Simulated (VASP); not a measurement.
# ZnO (P6_3mc) in VASP: single point with LDA

Aim: the single point of ZnO with LDA.

Program: VASP 6.6.1. These are calculated values, not measurements. Logs are shortened: lines on timing, memory, paths and dates and some standing lists are left out, and cuts for length are marked.

**Measured values to compare with.**

From “Electronic structure of alkaline earth and post-transition metal oxides”, 2009, arxiv:0908.1581, for a bulk crystal of ZnO: band gap 3.37 eV.

How close the calculation comes is told below.

## Step 1: The cell of the first run

Symmetry: P6_3mc, No. 186, hexagonal system. Conventional cell: a = 3.201 Å, b = 3.201 Å, c = 5.174 Å, α = 90.00°, β = 90.00°, γ = 120.00°. Within 2.6 Å of Zn (site symmetry 3m) lie 4 O at 1.95 to 1.96 Å. Within 2.6 Å of O (site symmetry 3m) lie 4 Zn at 1.95 to 1.96 Å.

## Step 2: Single point, LDA

File INCAR:

```
SYSTEM = ZnO
ALGO = Normal
EDIFF = 1E-6
ENCUT = 520
ISIF = 2
ISMEAR = 0
LASPH = .TRUE.
LCHARG = .FALSE.
LREAL = .FALSE.
LWAVE = .FALSE.
NBANDS = 26
NELM = 80
PREC = Accurate
SIGMA = 0.01
```

File KPOINTS:

```
k-points
0
G
  8 8 4
  0 0 0
```

File POSCAR:

```
ZnO
1.0
    3.2006156128      0.0000000000      0.0000000000
   -1.6003078064      2.7718144284      0.0000000000
    0.0000000000      0.0000000000      5.1741698040
Zn O
2 2
Direct
    0.3333333333      0.6666666667      0.5002674079
    0.6666666667      0.3333333333      0.0002674079
    0.6666666667      0.3333333333      0.3787425921
    0.3333333333      0.6666666667      0.8787425921
```

Potentials or basis: VASP PAW LDA potentials, release 64 (Zn, O).

Command:

```sh
$ cat potpaw_LDA.64/Zn/POTCAR potpaw_LDA.64/O/POTCAR > POTCAR
$ mpirun -np 1 vasp_std > vasp.out
```

OUTCAR:

```text
SYSTEM = ZnO
   EDIFF = 1E-6
   ENCUT = 520
   ISIF = 2
   ISMEAR = 0
   LASPH = .TRUE.
   LREAL = .FALSE.
   NELM = 80
   PREC = Accurate

 ion  position               nearest neighbor table
   1  0.333  0.667  0.500-   3 1.95   3 1.95   3 1.95   4 1.96
   2  0.667  0.333  0.000-   4 1.95   4 1.95   4 1.95   3 1.96
   3  0.667  0.333  0.379-   1 1.95   1 1.95   1 1.95   2 1.96
   4  0.333  0.667  0.879-   2 1.95   2 1.95   2 1.95   1 1.96

  LATTYP: Found a hexagonal cell.
 ALAT       =     3.2006156128
 C/A-ratio  =     1.6166170606

  Lattice vectors:

 A1 = (   3.2006156128,   0.0000000000,   0.0000000000)
 A2 = (  -1.6003078064,   2.7718144284,   0.0000000000)
 A3 = (   0.0000000000,   0.0000000000,   5.1741698040)

Analysis of symmetry for initial positions (statically):
=====================================================================
 Subroutine PRICEL returns:
 Original cell was already a primitive cell.

 Routine SETGRP: Setting up the symmetry group for a
 hexagonal supercell.

 Subroutine GETGRP returns: Found 12 space group operations
 (whereof  6 operations were pure point group operations)
 out of a pool of 24 trial point group operations.

The static configuration has the point symmetry C_3v.
 The point group associated with its full space group is C_6v.

Analysis of symmetry for dynamics (positions and initial velocities):
=====================================================================
 Subroutine PRICEL returns:
 Original cell was already a primitive cell.

 Routine SETGRP: Setting up the symmetry group for a
 hexagonal supercell.

 Subroutine GETGRP returns: Found 12 space group operations
 (whereof  6 operations were pure point group operations)
 out of a pool of 24 trial point group operations.

The dynamic configuration has the point symmetry C_3v.
 The point group associated with its full space group is C_6v.

 Subroutine INISYM returns: Found 12 space group operations
 (whereof  6 operations are pure point group operations),
 and found     1 'primitive' translations

----------------------------------------------------------------------------------------

                                     Primitive cell

  volume of cell :      45.9027

  direct lattice vectors                    reciprocal lattice vectors
     3.200615613  0.000000000  0.000000000     0.312439893  0.180387256  0.000000000
    -1.600307806  2.771814428  0.000000000     0.000000000  0.360774513  0.000000000
     0.000000000  0.000000000  5.174169804     0.000000000  0.000000000  0.193267720

  length of vectors
     3.200615613  3.200615613  5.174169804     0.360774513  0.360774513  0.193267720

  position of ions in fractional coordinates (direct lattice)
     0.333333333  0.666666667  0.500267408
     0.666666667  0.333333333  0.000267408
     0.666666667  0.333333333  0.378742592
     0.333333333  0.666666667  0.878742592

  ion indices of the primitive-cell ions
   primitive index   ion index
                 1           1
                 2           2
                 3           3
                 4           4

----------------------------------------------------------------------------------------

 KPOINTS: k-points

Automatic generation of k-mesh.
 Grid dimensions read from file:
 generate k-points for:    8    8    4

 Generating k-lattice:

  Cartesian coordinates                     Fractional coordinates (reciprocal lattice)
     0.039054987  0.022548407  0.000000000     0.125000000  0.000000000  0.000000000
     0.000000000  0.045096814  0.000000000     0.000000000  0.125000000  0.000000000
     0.000000000  0.000000000  0.048316930     0.000000000  0.000000000  0.250000000

  Length of vectors
     0.045096814  0.045096814  0.048316930

  Shift w.r.t. Gamma in fractional coordinates (k-lattice)
     0.000000000  0.000000000  0.000000000

 Subroutine IBZKPT returns following result:
 ===========================================

 Found     30 irreducible k-points:

 Following reciprocal coordinates:
            Coordinates               Weight
  0.000000  0.000000  0.000000      1.000000
  0.125000  0.000000  0.000000      6.000000
  0.250000  0.000000  0.000000      6.000000
  0.375000  0.000000  0.000000      6.000000
  0.500000  0.000000  0.000000      3.000000
  0.125000  0.125000  0.000000      6.000000
[... 16 lines left out ...]
  0.250000  0.000000  0.500000      6.000000
  0.375000  0.000000  0.500000      6.000000
 [... further k-points ...]
   k-points           NKPTS =     30   k-points in BZ     NKDIM =     30   number of bands    NBANDS=     26
   number of dos      NEDOS =    301   number of ions     NIONS =      4
   total plane-waves  NPLWV =  23040
   dimension x,y,z NGX =    24 NGY =   24 NGZ =   40
   dimension x,y,z NGXF=    48 NGYF=   48 NGZF=   80
   ions per type =               2   2
   NGX,Y,Z   is equivalent  to a cutoff of  12.47, 12.47, 12.85 a.u.
   NGXF,Y,Z  is equivalent  to a cutoff of  24.93, 24.93, 25.70 a.u.
 SYSTEM =  ZnO
   PREC   = accura    normal or accurate (medium, high low for compatibility)
   ISTART =      0    job   : 0-new  1-cont  2-samecut
   ICHARG =      2    charge: 1-file 2-atom 10-const
   ISPIN  =      1    spin polarized calculation?
   LNONCOLLINEAR =      F non collinear calculations
   LSORBIT =      F    spin-orbit coupling
   LASPH  =      T    aspherical Exc in radial PAW
   ENCUT  =  520.0 eV  38.22 Ry    6.18 a.u.   5.95  5.95  9.62*2*pi/ulx,y,z
   NELM   =     80;   NELMIN=  2; NELMDL= -5     # of ELM steps
   EDIFF  = 0.1E-05   stopping-criterion for ELM
   LREAL  =      F    real-space projection
   EDIFFG = 0.1E-04   stopping-criterion for IOM
   NSW    =      0    number of steps for IOM
   IBRION =     -1    ionic relax: 0-MD 1-quasi-New 2-CG
   NFREE  =      0    steps in history (QN), initial steepest desc. (CG)
   ISIF   =      2    stress and relaxation
   ISYM   =      2    0-nonsym 1-usesym 2-fastsym
   POTIM  = 0.5000    time-step for ionic-motion
   TEBEG  =    0.0;   TEEND  =   0.0 temperature during run
   PSTRESS=    0.0 pullay stress
   NELECT =      36.0000    total number of electrons
   NUPDOWN=      -1.0000    fix difference up-down
   EMIN   =  10.00;   EMAX   =-10.00  energy-range for DOS
   EFERMI =   0.00;   METHOD = LEGACY
   ISMEAR =     0;   SIGMA  =   0.01  broadening in eV -4-tet -1-fermi 0-gaus
   EFERMI_NEDOS =   21; number of points for ismear=-14 and -15
   IALGO  =     38    algorithm
   IMIX   =      4    mixing-type and parameters
     AMIX     =   0.40;   BMIX     =  1.00
     AMIX_MAG =   1.60;   BMIX_MAG =  1.00
  volume/ion in A,a.u.               =      11.48        77.44
  Fermi-wavevector in a.u.,A,eV,Ry     =   1.509719  2.852956 31.011112  2.279252
  Thomas-Fermi vector in A             =   2.620004
   LORBIT       =      0    0 simple, 1 ext, 2 COOP (PROOUT), +10 PAW based schemes
   GGA     = CA    functional components
   LHFCALC =     F    Hartree Fock is set to
   AEXX    =    0.0000 exact exchange contribution
   IVDW    =     0    specifies the selected vdW correction
   LEPSILON=     F    determine dielectric tensor
   LRPA    =     F    only Hartree local field effects (RPA)
 non-spin polarized calculation
 Gauss-broadening in eV      SIGMA  =   0.01
  energy-cutoff  :      520.00
  volume of cell :       45.90
 maximum number of plane-waves:      1252
 NGX is ok and might be reduce to    24
   NGX = 11   NGY = 11   NGZ = 19

 number of electron      35.9999995 magnetization

 Free energy of the ion-electron system (eV)
  ---------------------------------------------------
  ext. energy  EPLUGINS =         0.00000000
  ---------------------------------------------------
  free energy    TOTEN  =       -21.15778309 eV

  energy without entropy =      -21.15778309  energy(sigma->0) =      -21.15778309

 E-fermi :   1.3308     XC(G=0): -11.6572

 val. band max:        1.2279041311   @ k =   0.0000   0.0000   0.0000
 cond. band min:       2.0165700050   @ k =   0.0000   0.0000   0.0000
 fundamental gap:      0.7886658739
 Fermi energy:         1.3308465241

 k-point     1 :       0.0000    0.0000    0.0000
  band No.  band energies     occupation
      1     -16.8858      2.00000
      2     -16.0642      2.00000
      3      -4.7916      2.00000
      4      -4.7354      2.00000
      5      -4.7354      2.00000
      6      -4.6976      2.00000
[... 18 lines left out ...]
     25      15.4530      0.00000
     26      15.4530      0.00000

 k-point     2 :       0.1250    0.0000    0.0000
  band No.  band energies     occupation
      1     -16.7892      2.00000
      2     -16.0208      2.00000
      3      -4.8490      2.00000
      4      -4.6842      2.00000
      5      -4.6560      2.00000
      6      -4.6461      2.00000
[... 18 lines left out ...]
     25      15.3891      0.00000
     26      15.6249      0.00000

 k-point     3 :       0.2500    0.0000    0.0000
  band No.  band energies     occupation
      1     -16.5392      2.00000
      2     -15.9239      2.00000
      3      -5.0387      2.00000
      4      -4.6651      2.00000
      5      -4.5737      2.00000
      6      -4.4662      2.00000
[... 18 lines left out ...]
     25      14.6228      0.00000
     26      15.4897      0.00000

 k-point     4 :       0.3750    0.0000    0.0000
  band No.  band energies     occupation
      1     -16.2490      2.00000
      2     -15.8523      2.00000
      3      -5.0997      2.00000
      4      -4.7515      2.00000
      5      -4.4923      2.00000
      6      -4.2453      2.00000
[... 18 lines left out ...]
     25      14.5666      0.00000
     26      15.4559      0.00000

 k-point     5 :       0.5000    0.0000    0.0000
  band No.  band energies     occupation
      1     -16.0991      2.00000
      2     -15.8478      2.00000
      3      -5.0179      2.00000
      4      -4.8520      2.00000
      5      -4.4689      2.00000
      6      -4.0949      2.00000
[... 18 lines left out ...]
     25      14.4061      0.00000
     26      15.5806      0.00000

 k-point     6 :       0.1250    0.1250    0.0000
  band No.  band energies     occupation
      1     -16.6156      2.00000
      2     -15.9508      2.00000
      3      -4.9418      2.00000
      4      -4.7253      2.00000
      5      -4.5711      2.00000
      6      -4.5353      2.00000
[... 427 lines left out ...]
 k-point    21 :       0.0000    0.0000    0.5000
  band No.  band energies     occupation
      1     -16.4884      2.00000
      2     -16.4884      2.00000
      3      -5.0005      2.00000
      4      -5.0005      2.00000
      5      -4.6598      2.00000
      6      -4.6598      2.00000
[... 18 lines left out ...]
     25      14.4297      0.00000
     26      14.4297      0.00000

 k-point    22 :       0.1250    0.0000    0.5000
  band No.  band energies     occupation
      1     -16.4151      2.00000
      2     -16.4151      2.00000
      3      -5.0491      2.00000
      4      -5.0491      2.00000
      5      -4.6144      2.00000
      6      -4.6144      2.00000
[... 18 lines left out ...]
     25      14.5702      0.00000
     26      14.5702      0.00000

 k-point    23 :       0.2500    0.0000    0.5000
  band No.  band energies     occupation
      1     -16.2330      2.00000
      2     -16.2330      2.00000
      3      -5.1544      2.00000
      4      -5.1544      2.00000
      5      -4.4731      2.00000
      6      -4.4731      2.00000
[... 18 lines left out ...]
     25      14.8189      0.00000
     26      14.8189      0.00000

 k-point    24 :       0.3750    0.0000    0.5000
  band No.  band energies     occupation
      1     -16.0434      2.00000
      2     -16.0434      2.00000
      3      -5.2201      2.00000
      4      -5.2201      2.00000
      5      -4.2846      2.00000
      6      -4.2846      2.00000
[... 18 lines left out ...]
     25      14.9475      0.00000
     26      14.9475      0.00000

 [... further k-points ...]
[... 5 lines left out ...]
  --------------------------------------------------------------------------------------
  -------------------------------------------------------------------------------------
  Total       -0.2205170     -0.2205170     -0.2293170      0.0000000     -0.0000000      0.0000000
  in kB       -7.6968719     -7.6968719     -8.0040248      0.0000000     -0.0000000      0.0000000
  external PRESSURE =      -7.7992562 kB  Pullay stress =       0.0000000 kB

 VOLUME and BASIS-vectors are now :
 -----------------------------------------------------------------------------
  energy-cutoff  :      520.00
  volume of cell :       45.90
      direct lattice vectors                 reciprocal lattice vectors
     3.200615613  0.000000000  0.000000000     0.312439893  0.180387256  0.000000000
    -1.600307806  2.771814428  0.000000000     0.000000000  0.360774513  0.000000000
     0.000000000  0.000000000  5.174169804     0.000000000  0.000000000  0.193267720

 POSITION                                       TOTAL-FORCE (eV/Angst)
 -----------------------------------------------------------------------------------
     -0.00000      1.84788      2.58847         0.000000     -0.000000      0.001494
      1.60031      0.92394      0.00138        -0.000000      0.000000      0.001494
      1.60031      0.92394      1.95968         0.000000      0.000000     -0.001494
     -0.00000      1.84788      4.54676        -0.000000      0.000000     -0.001494
 -----------------------------------------------------------------------------------
    total drift:                                0.000000      0.000001     -0.000272

  FREE ENERGIE OF THE ION-ELECTRON SYSTEM (eV)
  ---------------------------------------------------
  free  energy   TOTEN  =       -21.1577830936 eV

  energy  without entropy=      -21.1577830936  energy(sigma->0) =      -21.15778309
```

Run time: 42 s. Hardware: 1 thread of Intel Xeon 8259CL, shared host; peak memory 0.16 GiB.

What came out:

```yaml
Free_energy: -21.1578 eV
Pressure: -0.8 GPa
Band_gap_on_the_k_mesh: 0.79 eV, direct
```

## Step 3: Against experiment

Step 2. Against the measured gap of ZnO, 3.37 eV (quoted in “Electronic structure of alkaline earth and post-transition metal oxides”, 2009, arxiv:0908.1581), the calculated 0.79 eV is off by -2.58 eV. So large a miss can be the level of theory's own, or it may mean another phase, state or a wrong row. The value is that of LDA, without temperature or zero-point motion. Semilocal functionals fall short of measured gaps as a rule.
